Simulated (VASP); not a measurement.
# Bi2Pd3Br (P4/mmm) in VASP: a series of runs

Bi2Pd3Br is run at these levels: PBE; tasks: single point, relaxation of cell and atoms.

All numbers are computed with VASP 6.6.1; they aren't measurements. Logs are shortened: lines on timing, memory, paths and dates and some standing lists are left out, and cuts for length are marked.

### Step 1. The cell of the first run

The structure is tetragonal, space group P4/mmm (No. 123). The conventional cell has a = 3.692 Å, b = 3.692 Å, c = 10.692 Å, α = 90.00°, β = 90.00°, γ = 90.00°. Bi (site symmetry 4mm) has 8 Pd at 2.86 to 3.11 Å and 5 Bi at 3.38 to 3.69 Å within 3.8 Å. Pd (site symmetry 4/mmm) has 6 Pd at 2.85 to 3.69 Å and 8 Bi at 3.11 Å within 3.8 Å. Pd (site symmetry 4mm) has 1 Br at 2.49 Å and 1 Pd at 2.85 Å and 4 Bi at 2.86 Å within 3.3 Å. Br (site symmetry 4/mmm) has 2 Pd at 2.49 Å within 3.3 Å.

The cell was generated, and may not be a known phase.

### Step 2. Single point, PBE

The input, INCAR:

```
ALGO = Normal
EDIFF = 1E-6
ENCUT = 520
GGA = PE
ISIF = 2
ISMEAR = 0
LASPH = True
LCHARG = False
LREAL = False
LWAVE = False
NBANDS = 42
NELM = 60
PREC = Accurate
SIGMA = 0.1
```

The input, KPOINTS:

```
k-points
0
Gamma
  8 8 4
```

The input, POSCAR:

```
Bi2Pd3Br
1.0
    3.6923598200      0.0000000000      0.0000000000
    0.0000000000      3.6923598200      0.0000000000
    0.0000000000      0.0000000000     10.6915184574
Bi Pd Br
2 3 1
Direct
    0.5000000000      0.5000000000      0.6578697901
    0.5000000000      0.5000000000      0.3421302099
    0.0000000000      0.0000000000      0.5000000000
    0.0000000000      0.0000000000      0.2331902003
    0.0000000000      0.0000000000      0.7668097997
    0.0000000000      0.0000000000      0.0000000000
```

Potentials or basis: VASP PAW PBE potentials, release 64 (Bi_d, Pd, Br).

Command:

```console
cat potpaw_PBE.64/Bi_d/POTCAR potpaw_PBE.64/Pd/POTCAR potpaw_PBE.64/Br/POTCAR > POTCAR
mpirun -np 1 vasp_std > vasp.out
```

OUTCAR:

```text
EDIFF = 1E-6
   ENCUT = 520
   GGA = PE
   ISIF = 2
   ISMEAR = 0
   LASPH = True
   LREAL = False
   NELM = 60
   PREC = Accurate

 ion  position               nearest neighbor table
   1  0.500  0.500  0.658-   5 2.86   5 2.86   5 2.86   5 2.86   3 3.11   3 3.11   3 3.11   3 3.11
                             2 3.38
   2  0.500  0.500  0.342-   4 2.86   4 2.86   4 2.86   4 2.86   3 3.11   3 3.11   3 3.11   3 3.11
                             1 3.38
   3  0.000  0.000  0.500-   4 2.85   5 2.85   1 3.11   2 3.11   1 3.11   2 3.11   1 3.11   2 3.11
                             1 3.11   2 3.11
   4  0.000  0.000  0.233-   6 2.49   3 2.85   2 2.86   2 2.86   2 2.86   2 2.86
   5  0.000  0.000  0.767-   6 2.49   3 2.85   1 2.86   1 2.86   1 2.86   1 2.86
   6  0.000  0.000  0.000-   4 2.49   5 2.49

  LATTYP: Found a simple tetragonal cell.
 ALAT       =     3.6923598200
 C/A-ratio  =     2.8955787027

  Lattice vectors:

 A1 = (   3.6923598200,   0.0000000000,   0.0000000000)
 A2 = (   0.0000000000,   3.6923598200,   0.0000000000)
 A3 = (   0.0000000000,   0.0000000000,  10.6915184574)

Analysis of symmetry for initial positions (statically):
=====================================================================
 Subroutine PRICEL returns:
 Original cell was already a primitive cell.

 Routine SETGRP: Setting up the symmetry group for a
 simple tetragonal supercell.

 Subroutine GETGRP returns: Found 16 space group operations
 (whereof 16 operations were pure point group operations)
 out of a pool of 16 trial point group operations.

The static configuration has the point symmetry D_4h.

Analysis of symmetry for dynamics (positions and initial velocities):
=====================================================================
 Subroutine PRICEL returns:
 Original cell was already a primitive cell.

 Routine SETGRP: Setting up the symmetry group for a
 simple tetragonal supercell.

 Subroutine GETGRP returns: Found 16 space group operations
 (whereof 16 operations were pure point group operations)
 out of a pool of 16 trial point group operations.

The dynamic configuration has the point symmetry D_4h.

 Subroutine INISYM returns: Found 16 space group operations
 (whereof 16 operations are pure point group operations),
 and found     1 'primitive' translations

----------------------------------------------------------------------------------------

                                     Primitive cell
[... 102 lines left out ...]
   NSW    =      0    number of steps for IOM
   IBRION =     -1    ionic relax: 0-MD 1-quasi-New 2-CG
   NFREE  =      0    steps in history (QN), initial steepest desc. (CG)
   ISIF   =      2    stress and relaxation
   ISYM   =      2    0-nonsym 1-usesym 2-fastsym
   POTIM  = 0.5000    time-step for ionic-motion
   TEBEG  =    0.0;   TEEND  =   0.0 temperature during run
   PSTRESS=    0.0 pullay stress
   NELECT =      67.0000    total number of electrons
   NUPDOWN=      -1.0000    fix difference up-down
   EMIN   =  10.00;   EMAX   =-10.00  energy-range for DOS
   EFERMI =   0.00;   METHOD = LEGACY
   ISMEAR =     0;   SIGMA  =   0.10  broadening in eV -4-tet -1-fermi 0-gaus
   EFERMI_NEDOS =   21; number of points for ismear=-14 and -15
   IALGO  =     38    algorithm
   IMIX   =      4    mixing-type and parameters
     AMIX     =   0.40;   BMIX     =  1.00
     AMIX_MAG =   1.60;   BMIX_MAG =  1.00
  volume/ion in A,a.u.               =      24.29       163.94
  Fermi-wavevector in a.u.,A,eV,Ry     =   1.263428  2.387533 21.718317  1.596251
  Thomas-Fermi vector in A             =   2.396786
   LORBIT       =      0    0 simple, 1 ext, 2 COOP (PROOUT), +10 PAW based schemes
   GGA     = PE    functional components
   LHFCALC =     F    Hartree Fock is set to
   AEXX    =    0.0000 exact exchange contribution
   IVDW    =     0    specifies the selected vdW correction
   LEPSILON=     F    determine dielectric tensor
   LRPA    =     F    only Hartree local field effects (RPA)
 non-spin polarized calculation
 Gauss-broadening in eV      SIGMA  =   0.10
  energy-cutoff  :      520.00
  volume of cell :      145.76
 maximum number of plane-waves:      3960
 NGX is ok and might be reduce to    28
   NGX = 13   NGY = 13   NGZ = 39

 number of electron      67.0000002 magnetization

 Free energy of the ion-electron system (eV)
  ---------------------------------------------------
  ext. energy  EPLUGINS =         0.00000000
  ---------------------------------------------------
  free energy    TOTEN  =       -26.07478065 eV

  energy without entropy =      -26.06257220  energy(sigma->0) =      -26.06867642

 E-fermi :   6.0844     XC(G=0): -10.3408

 val. band max:        6.0823120115   @ k =   0.1250   0.1250   0.2500
 cond. band min:       6.1189014590   @ k =   0.1250   0.1250   0.0000
 fundamental gap:      0.0365894475
 Fermi energy:         6.0844098830

 k-point     1 :       0.0000    0.0000    0.0000
  band No.  band energies     occupation
      1     -16.8379      2.00000
      2     -16.7862      2.00000
      3     -16.7811      2.00000
      4     -16.7567      2.00000
      5     -16.7567      2.00000
      6     -16.7363      2.00000
[... 1069 lines left out ...]
     41      12.7828      0.00000
     42      13.1323      0.00000

 [... further k-points ...]

------------------------ aborting loop because EDIFF is reached ----------------------------------------

  FORCE on cell =-STRESS in cart. coord.  units (eV):
  Direction    XX          YY          ZZ          XY          YZ          ZX
  --------------------------------------------------------------------------------------
  -------------------------------------------------------------------------------------
  Total        0.0086498      0.0086498     -0.0362527      0.0000000     -0.0000000      0.0000000
  in kB        0.0950762      0.0950762     -0.3984772      0.0000000     -0.0000000      0.0000000
  external PRESSURE =      -0.0694416 kB  Pullay stress =       0.0000000 kB

 VOLUME and BASIS-vectors are now :
 -----------------------------------------------------------------------------
  energy-cutoff  :      520.00
  volume of cell :      145.76
      direct lattice vectors                 reciprocal lattice vectors
     3.692359820  0.000000000  0.000000000     0.270829510  0.000000000  0.000000000
     0.000000000  3.692359820  0.000000000     0.000000000  0.270829510  0.000000000
     0.000000000  0.000000000 10.691518457     0.000000000  0.000000000  0.093532084

 POSITION                                       TOTAL-FORCE (eV/Angst)
 -----------------------------------------------------------------------------------
      1.84618      1.84618      7.03363         0.000000      0.000000     -0.004953
      1.84618      1.84618      3.65789        -0.000000     -0.000000      0.004953
      0.00000      0.00000      5.34576        -0.000000      0.000000      0.000000
      0.00000      0.00000      2.49316        -0.000000     -0.000000     -0.004373
      0.00000      0.00000      8.19836        -0.000000      0.000000      0.004373
      0.00000      0.00000      0.00000        -0.000000      0.000000      0.000000
 -----------------------------------------------------------------------------------
    total drift:                                0.000000     -0.000000     -0.000000

  FREE ENERGIE OF THE ION-ELECTRON SYSTEM (eV)
  ---------------------------------------------------
  free  energy   TOTEN  =       -26.0747806531 eV

  energy  without entropy=      -26.0625721962  energy(sigma->0) =      -26.06867642
```

stdout:

```text
POSCAR found type information on POSCAR BiPdBr
 POSCAR found :  3 types and       6 ions
 scaLAPACK will be used
 LDA part: xc-table for (Slater+PW92), standard interpolation
 POSCAR, INCAR and KPOINTS ok, starting setup
 FFT: planning ... GRIDC
 FFT: planning ... GRID_SOFT
 FFT: planning ... GRID
 WAVECAR not read
 entering main loop
```

Wall time 2.9 min (1 thread of Oxide Virtual Turin-like, shared host); peak memory 0.36 GiB.

What came out:

| Property | Result |
| --- | --- |
| Free energy | -26.0748 eV |
| Pressure | 0.0 GPa |
| Largest force | 0.005 eV/Å |
| Band gap on the k mesh | zero (an odd number of electrons rules out a gap without spin polarisation) |

Forces in eV/Å, atoms in the order of the input:
```
Bi   0.000  0.000 -0.005
Bi   0.000  0.000  0.005
Pd   0.000  0.000  0.000
Pd   0.000  0.000 -0.004
Pd   0.000  0.000  0.004
Br   0.000  0.000  0.000
```

Levels at points of the mesh, in eV from the Fermi level:
```tsv
k point	band 32	band 33	band 34	band 35	band 36	band 37
(0.00, 0.00, 0.00)	-0.10	1.53	1.53	2.00	2.13	2.74
(0.50, 0.00, 0.00)	-1.14	-1.05	-0.25	1.24	2.60	4.17
(0.50, 0.50, 0.00)	-0.46	-0.46	-0.10	-0.10	0.74	1.75
(0.00, 0.00, 0.50)	-0.02	0.86	1.26	1.26	2.88	2.93
(0.50, 0.00, 0.50)	-1.21	-0.92	-0.19	1.52	4.09	4.11
(0.50, 0.50, 0.50)	-1.29	-0.39	0.45	0.45	0.76	1.53
```

Caveat: spin-orbit coupling is left out, which moves the levels of the heavy elements; an odd number of electrons without spin polarisation forces a metal; a magnetic or distorted state may lie lower.

### Step 3. Single point, PBE

The input, INCAR:

```
PREC = Accurate
ENCUT = 520
EDIFF = 1E-6
ISMEAR = 0
SIGMA = 0.1
LREAL = F
LASPH = T
NELM = 60
ALGO = Normal
ISIF = 2
LWAVE = F
LCHARG = F
GGA = PE
NBANDS = 42
```

The input, KPOINTS:

```
regular mesh
0
Gamma
  8 8 4
```

The input, POSCAR:

```
Bi2Pd3Br
1.0
    3.6926220274      0.0000000000      0.0000000000
    0.0000000000      3.6926220274      0.0000000000
    0.0000000000      0.0000000000     10.6910952959
Bi Pd Br
2 3 1
Direct
    0.5000000000      0.5000000000      0.6578865768
    0.5000000000      0.5000000000      0.3421134232
    0.0000000000      0.0000000000      0.5000000000
    0.0000000000      0.0000000000      0.2331784138
    0.0000000000      0.0000000000      0.7668215862
    0.0000000000      0.0000000000      0.0000000000
```

Potentials or basis: VASP PAW PBE potentials, release 64 (Bi_d, Pd, Br).

Command:

```console
cat potpaw_PBE.64/Bi_d/POTCAR potpaw_PBE.64/Pd/POTCAR potpaw_PBE.64/Br/POTCAR > POTCAR
mpirun -np 1 vasp_std > vasp.out
```

OUTCAR:

```text
PREC = Accurate
   ENCUT = 520
   EDIFF = 1E-6
   ISMEAR = 0
   LREAL = F
   LASPH = T
   NELM = 60
   ISIF = 2
   GGA = PE

 ion  position               nearest neighbor table
   1  0.500  0.500  0.658-   5 2.86   5 2.86   5 2.86   5 2.86   3 3.11   3 3.11   3 3.11   3 3.11
                             2 3.38
   2  0.500  0.500  0.342-   4 2.86   4 2.86   4 2.86   4 2.86   3 3.11   3 3.11   3 3.11   3 3.11
                             1 3.38
   3  0.000  0.000  0.500-   4 2.85   5 2.85   1 3.11   2 3.11   1 3.11   2 3.11   1 3.11   2 3.11
                             1 3.11   2 3.11
   4  0.000  0.000  0.233-   6 2.49   3 2.85   2 2.86   2 2.86   2 2.86   2 2.86
[... 1291 lines left out ...]
  Total       -0.0001917     -0.0001917     -0.0360764      0.0000000     -0.0000000      0.0000000
  in kB       -0.0021068     -0.0021068     -0.3964987      0.0000000     -0.0000000      0.0000000
  external PRESSURE =      -0.1335708 kB  Pullay stress =       0.0000000 kB

 VOLUME and BASIS-vectors are now :
 -----------------------------------------------------------------------------
  energy-cutoff  :      520.00
  volume of cell :      145.78
      direct lattice vectors                 reciprocal lattice vectors
     3.692622027  0.000000000  0.000000000     0.270810279  0.000000000  0.000000000
     0.000000000  3.692622027  0.000000000     0.000000000  0.270810279  0.000000000
     0.000000000  0.000000000 10.691095296     0.000000000  0.000000000  0.093535786

 POSITION                                       TOTAL-FORCE (eV/Angst)
 -----------------------------------------------------------------------------------
      1.84631      1.84631      7.03353        -0.000000      0.000000     -0.005659
      1.84631      1.84631      3.65757        -0.000000      0.000000      0.005659
      0.00000      0.00000      5.34555        -0.000000      0.000000      0.000000
      0.00000      0.00000      2.49293         0.000000      0.000000     -0.002283
      0.00000      0.00000      8.19816        -0.000000     -0.000000      0.002283
      0.00000      0.00000      0.00000        -0.000000      0.000000      0.000000
 -----------------------------------------------------------------------------------
    total drift:                                0.000000      0.000000     -0.000000

  FREE ENERGIE OF THE ION-ELECTRON SYSTEM (eV)
  ---------------------------------------------------
  free  energy   TOTEN  =       -26.0747876799 eV

  energy  without entropy=      -26.0625804828  energy(sigma->0) =      -26.06868408
```

OSZICAR:

```text
N       E                     dE             d eps       ncg     rms          rms(c)
DAV:   1     0.683778707273E+03    0.68378E+03   -0.32463E+04  3796   0.174E+03
DAV:   2     0.479510893385E+02   -0.63583E+03   -0.61324E+03  3840   0.471E+02
DAV:   3    -0.229712950049E+02   -0.70922E+02   -0.67303E+02  4312   0.159E+02
DAV:   4    -0.264301723048E+02   -0.34589E+01   -0.34224E+01  4366   0.364E+01
DAV:   5    -0.265687489031E+02   -0.13858E+00   -0.13849E+00  5140   0.734E+00    0.778E+00
DAV:   6    -0.261501647583E+02    0.41858E+00   -0.56052E-01  4512   0.610E+00    0.442E+00
DAV:   7    -0.260941357390E+02    0.56029E-01   -0.53227E-01  4822   0.407E+00    0.131E+00
DAV:   8    -0.260783600370E+02    0.15776E-01   -0.77857E-02  4216   0.181E+00    0.684E-01
DAV:   9    -0.260760892858E+02    0.22708E-02   -0.28650E-02  4516   0.148E+00    0.340E-01
DAV:  10    -0.260751714284E+02    0.91786E-03   -0.89466E-03  4230   0.965E-01    0.150E-01
DAV:  11    -0.260747136315E+02    0.45780E-03   -0.12909E-03  4624   0.349E-01    0.578E-02
DAV:  12    -0.260747745763E+02   -0.60945E-04   -0.35359E-04  4066   0.131E-01    0.228E-02
DAV:  13    -0.260747866138E+02   -0.12037E-04   -0.48798E-05  4512   0.535E-02    0.881E-03
DAV:  14    -0.260747873551E+02   -0.74131E-06   -0.10095E-05  3732   0.214E-02    0.297E-03
DAV:  15    -0.260747876799E+02   -0.32484E-06   -0.30712E-06  3650   0.872E-03
   1 F= -.26074788E+02 E0= -.26068684E+02  d E =-.122072E-01
```

It took 2.5 min on 1 thread of Oxide Virtual Turin-like, shared host; peak memory 0.37 GiB.

Results:

* Free energy: -26.0748 eV
* Pressure: 0.0 GPa
* Largest force: 0.006 eV/Å
* Band gap on the k mesh: zero (an odd number of electrons rules out a gap without spin polarisation)

Forces on the atoms (eV/Å):
```
Bi   0.000  0.000 -0.006
Bi   0.000  0.000  0.006
Pd   0.000  0.000  0.000
Pd   0.000  0.000 -0.002
Pd   0.000  0.000  0.002
Br   0.000  0.000  0.000
```

Caveat: spin-orbit coupling is left out, which moves the levels of the heavy elements; an odd number of electrons without spin polarisation forces a metal; a magnetic or distorted state may lie lower.

[end of part 1 of 2]

The gap in the log of VASP goes by the Fermi energy; the results here count the filled bands.